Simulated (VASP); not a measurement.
# PtSe2 (P-3m1) in VASP: relaxation of cell and atoms with r2SCAN

Aim: the relaxation of cell and atoms of PtSe2 with r2SCAN.

Program: VASP 6.6.1. These are calculated values, not measurements. Logs are shortened: lines on timing, memory, paths and dates and some standing lists are left out, and cuts for length are marked.

### Step 1. The cell of the first run

Symmetry: P-3m1, No. 164, trigonal system. Conventional cell: a = 3.717 Å, b = 3.717 Å, c = 5.820 Å, α = 90.00°, β = 90.00°, γ = 120.00°. Pt (site symmetry -3m) has 6 Se at 2.52 Å within 3.3 Å. Within 3.4 Å of Se (site symmetry 3m) lie 3 Pt at 2.52 Å and 3 Se at 3.39 Å.

### Step 2. Relaxation of cell and atoms, r2SCAN

POSCAR reads:

```
PtSe2
1.0
    3.7173065480      0.0000000000      0.0000000000
   -1.8586532740      3.2192819042      0.0000000000
    0.0000000000      0.0000000000      5.8200740200
Pt Se
1 2
Direct
    0.0000000000      0.0000000000      0.0000000000
    0.6666666700      0.3333333300      0.7746118400
    0.3333333300      0.6666666700      0.2253881600
```

INCAR.step1 reads:

```
ALGO     = Normal         # electronic algorithm
EDIFF    = 1E-4           # SCF threshold, eV
ENCUT    = 600            # plane-wave cutoff, eV
GGA      = PE             # functional
ISMEAR   = 0              # smearing method
LASPH    = T              # aspherical terms in the spheres
LCHARG   = F              # write CHGCAR
LREAL    = F              # projectors in reciprocal space
LWAVE    = T              # write WAVECAR
NELM     = 60             # most SCF steps
PREC     = Accurate       # precision mode
SIGMA    = 0.02           # smearing width, eV
```

INCAR.step2 reads:

```
ALGO     = Normal         # electronic algorithm
EDIFF    = 1E-6           # SCF threshold, eV
EDIFFG   = -0.005         # ionic threshold
ENCUT    = 600            # plane-wave cutoff, eV
IBRION   = 2              # ionic algorithm
ISIF     = 3              # what is computed and relaxed
ISMEAR   = 0              # smearing method
ISTART   = 1            
LASPH    = T              # aspherical terms in the spheres
LCHARG   = F              # write CHGCAR
LMIXTAU  = T            
LREAL    = F              # projectors in reciprocal space
LWAVE    = F              # write WAVECAR
METAGGA  = R2SCAN         # meta-GGA
NELM     = 60             # most SCF steps
NSW      = 100            # ionic steps
PREC     = Accurate       # precision mode
SIGMA    = 0.02           # smearing width, eV
```

KPOINTS reads:

```
k-points
0
Gamma
  12 12 6
```

Potentials or basis: VASP PAW PBE potentials, release 64 (Pt, Se).

Launch:

```
$ cat potpaw_PBE.64/Pt/POTCAR potpaw_PBE.64/Se/POTCAR > POTCAR
$ cp INCAR.step1 INCAR
$ mpirun -np 1 vasp_std > vasp.out
$ cp INCAR.step2 INCAR
$ mpirun -np 1 vasp_std > vasp.out
```

OUTCAR:

```text
EDIFF = 1E-6
   EDIFFG = -0.005
   ENCUT = 600
   IBRION = 2
   ISIF = 3
   ISMEAR = 0
   ISTART = 1
   LASPH = T
   LREAL = F
   METAGGA = R2SCAN
   NELM = 60
   NSW = 100
   PREC = Accurate

 ion  position               nearest neighbor table
   1  0.000  0.000  0.000-   2 2.52   3 2.52   3 2.52   2 2.52   2 2.52   3 2.52
   2  0.667  0.333  0.775-   1 2.52   1 2.52   1 2.52
   3  0.333  0.667  0.225-   1 2.52   1 2.52   1 2.52

  LATTYP: Found a hexagonal cell.
 ALAT       =     3.7173065480
 C/A-ratio  =     1.5656696441

  Lattice vectors:

 A1 = (   3.7173065480,   0.0000000000,   0.0000000000)
 A2 = (  -1.8586532740,   3.2192819042,   0.0000000000)
 A3 = (   0.0000000000,   0.0000000000,   5.8200740200)

Analysis of symmetry for initial positions (statically):
=====================================================================
 Subroutine PRICEL returns:
 Original cell was already a primitive cell.

 Routine SETGRP: Setting up the symmetry group for a
 hexagonal supercell.

 Subroutine GETGRP returns: Found 12 space group operations
 (whereof 12 operations were pure point group operations)
 out of a pool of 24 trial point group operations.

The static configuration has the point symmetry D_3d.

Analysis of symmetry for dynamics (positions and initial velocities):
=====================================================================
 Subroutine PRICEL returns:
 Original cell was already a primitive cell.

 Routine SETGRP: Setting up the symmetry group for a
 hexagonal supercell.

 Subroutine GETGRP returns: Found 12 space group operations
 (whereof 12 operations were pure point group operations)
 out of a pool of 24 trial point group operations.

The dynamic configuration has the point symmetry D_3d.

 Subroutine INISYM returns: Found 12 space group operations
 (whereof 12 operations are pure point group operations),
 and found     1 'primitive' translations

----------------------------------------------------------------------------------------

                                     Primitive cell

  volume of cell :      69.6492

  direct lattice vectors                    reciprocal lattice vectors
     3.717306548  0.000000000  0.000000000     0.269011981  0.155314140  0.000000000
    -1.858653274  3.219281904  0.000000000     0.000000000  0.310628280  0.000000000
     0.000000000  0.000000000  5.820074020     0.000000000  0.000000000  0.171819121

  length of vectors
     3.717306548  3.717306548  5.820074020     0.310628280  0.310628280  0.171819121

  position of ions in fractional coordinates (direct lattice)
     0.000000000  0.000000000  0.000000000
     0.666666670  0.333333330  0.774611840
     0.333333330  0.666666670  0.225388160

  ion indices of the primitive-cell ions
   primitive index   ion index
                 1           1
                 2           2
                 3           3

----------------------------------------------------------------------------------------

 KPOINTS: k-points

Automatic generation of k-mesh.
 Grid dimensions read from file:
 generate k-points for:   12   12    6

 Generating k-lattice:

  Cartesian coordinates                     Fractional coordinates (reciprocal lattice)
     0.022417665  0.012942845  0.000000000     0.083333333  0.000000000  0.000000000
     0.000000000  0.025885690  0.000000000     0.000000000  0.083333333  0.000000000
     0.000000000  0.000000000  0.028636520     0.000000000  0.000000000  0.166666667

  Length of vectors
     0.025885690  0.025885690  0.028636520

  Shift w.r.t. Gamma in fractional coordinates (k-lattice)
     0.000000000  0.000000000  0.000000000

 Subroutine IBZKPT returns following result:
 ===========================================

 Found    100 irreducible k-points:

 Following reciprocal coordinates:
            Coordinates               Weight
  0.000000  0.000000  0.000000      1.000000
  0.083333  0.000000  0.000000      6.000000
  0.166667  0.000000  0.000000      6.000000
  0.250000  0.000000  0.000000      6.000000
  0.333333  0.000000  0.000000      6.000000
  0.416667  0.000000  0.000000      6.000000
[... 16 lines left out ...]
  0.166667  0.000000  0.166667      6.000000
  0.000000  0.166667  0.166667      6.000000
 [... further k-points ...]
   k-points           NKPTS =    100   k-points in BZ     NKDIM =    100   number of bands    NBANDS=     15
   number of dos      NEDOS =    301   number of ions     NIONS =      3
   total plane-waves  NPLWV =  43200
   dimension x,y,z NGX =    30 NGY =   30 NGZ =   48
   dimension x,y,z NGXF=    60 NGYF=   60 NGZF=   96
   ions per type =               1   2
   NGX,Y,Z   is equivalent  to a cutoff of  13.42, 13.42, 13.71 a.u.
   NGXF,Y,Z  is equivalent  to a cutoff of  26.83, 26.83, 27.42 a.u.
 SYSTEM =  unknown system
   PREC   = accura    normal or accurate (medium, high low for compatibility)
   ISTART =      1    job   : 0-new  1-cont  2-samecut
   ICHARG =      0    charge: 1-file 2-atom 10-const
   ISPIN  =      1    spin polarized calculation?
   LNONCOLLINEAR =      F non collinear calculations
   LSORBIT =      F    spin-orbit coupling
   LASPH  =      T    aspherical Exc in radial PAW
   ENCUT  =  600.0 eV  44.10 Ry    6.64 a.u.   7.42  7.42 11.62*2*pi/ulx,y,z
   NELM   =     60;   NELMIN=  2; NELMDL=  0     # of ELM steps
   EDIFF  = 0.1E-05   stopping-criterion for ELM
   LREAL  =      F    real-space projection
   EDIFFG = -.5E-02   stopping-criterion for IOM
   NSW    =    100    number of steps for IOM
   IBRION =      2    ionic relax: 0-MD 1-quasi-New 2-CG
   NFREE  =      1    steps in history (QN), initial steepest desc. (CG)
   ISIF   =      3    stress and relaxation
   ISYM   =      2    0-nonsym 1-usesym 2-fastsym
   POTIM  = 0.5000    time-step for ionic-motion
   TEBEG  =    0.0;   TEEND  =   0.0 temperature during run
   PSTRESS=    0.0 pullay stress
   NELECT =      22.0000    total number of electrons
   NUPDOWN=      -1.0000    fix difference up-down
   EMIN   =  10.00;   EMAX   =-10.00  energy-range for DOS
   EFERMI =   0.00;   METHOD = LEGACY
   ISMEAR =     0;   SIGMA  =   0.02  broadening in eV -4-tet -1-fermi 0-gaus
   EFERMI_NEDOS =   21; number of points for ismear=-14 and -15
   IALGO  =     38    algorithm
   IMIX   =      4    mixing-type and parameters
     AMIX     =   0.40;   BMIX     =  1.00
     AMIX_MAG =   1.60;   BMIX_MAG =  1.00
  volume/ion in A,a.u.               =      23.22       156.67
  Fermi-wavevector in a.u.,A,eV,Ry     =   1.114920  2.106894 16.912680  1.243047
  Thomas-Fermi vector in A             =   2.251520
   LORBIT       =      0    0 simple, 1 ext, 2 COOP (PROOUT), +10 PAW based schemes
   METAGGA = R2SCAN    functional components
   LHFCALC =     F    Hartree Fock is set to
   AEXX    =    0.0000 exact exchange contribution
   IVDW    =     0    specifies the selected vdW correction
   LEPSILON=     F    determine dielectric tensor
   LRPA    =     F    only Hartree local field effects (RPA)
 conjugate gradient relaxation of ions
 non-spin polarized calculation
 Gauss-broadening in eV      SIGMA  =   0.02
  energy-cutoff  :      600.00
  volume of cell :       69.65
 maximum number of plane-waves:      2376
 NGX is ok and might be reduce to    30
   NGX = 15   NGY = 15   NGZ = 23

--------------------------------------- Ionic step        1  -------------------------------------------

 number of electron      21.9999997 magnetization

 Free energy of the ion-electron system (eV)
  ---------------------------------------------------
  ext. energy  EPLUGINS =         0.00000000
  ---------------------------------------------------
  free energy    TOTEN  =       -81.49857811 eV

  energy without entropy =      -81.49857811  energy(sigma->0) =      -81.49857811

------------------------ aborting loop because EDIFF is reached ----------------------------------------

  FORCE on cell =-STRESS in cart. coord.  units (eV):
  Direction    XX          YY          ZZ          XY          YZ          ZX
  --------------------------------------------------------------------------------------
  -------------------------------------------------------------------------------------
  Total        0.0342400      0.0342400      0.0067205      0.0000000      0.0000000      0.0000000
  in kB        0.7876422      0.7876422      0.1545961      0.0000000      0.0000000      0.0000000
  external PRESSURE =       0.5766269 kB  Pullay stress =       0.0000000 kB
[... 59 lines left out ...]
  energy  without entropy=      -81.4985652256  energy(sigma->0) =      -81.49856523

--------------------------------------- Ionic step        3  -------------------------------------------

 number of electron      21.9999997 magnetization

 Free energy of the ion-electron system (eV)
  ---------------------------------------------------
  ext. energy  EPLUGINS =         0.00000000
  ---------------------------------------------------
  free energy    TOTEN  =       -81.49858202 eV

  energy without entropy =      -81.49858202  energy(sigma->0) =      -81.49858202

 E-fermi :   4.4628     XC(G=0): -10.3830

 val. band max:        4.3252059753   @ k =   0.0833   0.0000   0.0000
 cond. band min:       4.8932472166   @ k =   0.0000   0.2500   0.3333
 fundamental gap:      0.5680412413
 Fermi energy:         4.4627786313

 k-point     1 :       0.0000    0.0000    0.0000
  band No.  band energies     occupation
      1     -10.9765      2.00000
      2      -8.8290      2.00000
      3      -2.0481      2.00000
      4      -1.6125      2.00000
      5      -1.6125      2.00000
      6       0.6886      2.00000
      7       0.6886      2.00000
      8       2.1172      2.00000
      9       3.7099      2.00000
     10       3.7099      2.00000
     11       4.2904      2.00000
     12       6.6947      0.00000
     13       6.6947      0.00000
     14       9.1283      0.00000
     15       9.5385      0.00000
[... 397 lines left out ...]
 k-point    24 :       0.0000    0.1667    0.1667
  band No.  band energies     occupation
      1     -10.6350      2.00000
      2      -8.9479      2.00000
      3      -1.7920      2.00000
      4      -1.4401      2.00000
      5      -1.3329      2.00000
      6       0.1824      2.00000
      7       0.5149      2.00000
      8       1.5847      2.00000
      9       3.1045      2.00000
     10       3.6367      2.00000
     11       4.2943      2.00000
     12       5.5836      0.00000
     13       6.3604      0.00000
     14      10.2038      0.00000
     15      10.7365      0.00000

 [... further k-points ...]
[... 5 lines left out ...]
  --------------------------------------------------------------------------------------
  -------------------------------------------------------------------------------------
  Total        0.0091482      0.0091482     -0.0053406      0.0000000      0.0000000      0.0000000
  in kB        0.2103554      0.2103554     -0.1228024      0.0000000      0.0000000      0.0000000
  external PRESSURE =       0.0993028 kB  Pullay stress =       0.0000000 kB
[... 18 lines left out ...]
  FREE ENERGIE OF THE ION-ELECTRON SYSTEM (eV)
  ---------------------------------------------------
  free  energy   TOTEN  =       -81.4985820187 eV

  energy  without entropy=      -81.4985820187  energy(sigma->0) =      -81.49858202

 reached required accuracy - stopping structural energy minimisation
```

It took 14 min on 1 thread of Intel Xeon 8259CL, shared host; peak memory 0.3 GiB.

What came out:

- Free energy: -81.4986 eV
- Relaxed volume: 23.23 Å³/atom
- Relaxed cell: a = 3.718 Å, b = 3.718 Å, c = 5.820 Å, α = 90.00°, β = 90.00°, γ = 120.00°
- Space group after relaxing (to 0.1 Å): P-3m1 (No. 164)
- Energy gained by relaxing: 0.0 meV/atom
- Ionic steps: 3
- Pressure after relaxing: 0.0 GPa
- Band gap on the k mesh: 0.57 eV (least direct gap 0.94 eV)

Forces on the atoms (eV/Å):
```
Pt   0.000  0.000  0.000
Se   0.000  0.000  0.003
Se   0.000  0.000 -0.003
```

Final structure:
```yaml
crystal:
  lattice:
    - [3.71800, 0.00000, 0.00000]
    - [-1.85900, 3.21988, 0.00000]
    - [0.00000, 0.00000, 5.82029]
  atoms:
    - { symbol: Pt, position: [0.00000, 0.00000, 0.00000] }
    - { symbol: Se, position: [0.66667, 0.33333, 0.77460] }
    - { symbol: Se, position: [0.33333, 0.66667, 0.22540] }
```

Caveat: the PAW data sets were made with another functional, which shifts forces and pressure a little; spin-orbit coupling is left out, which moves the levels of the heavy elements.
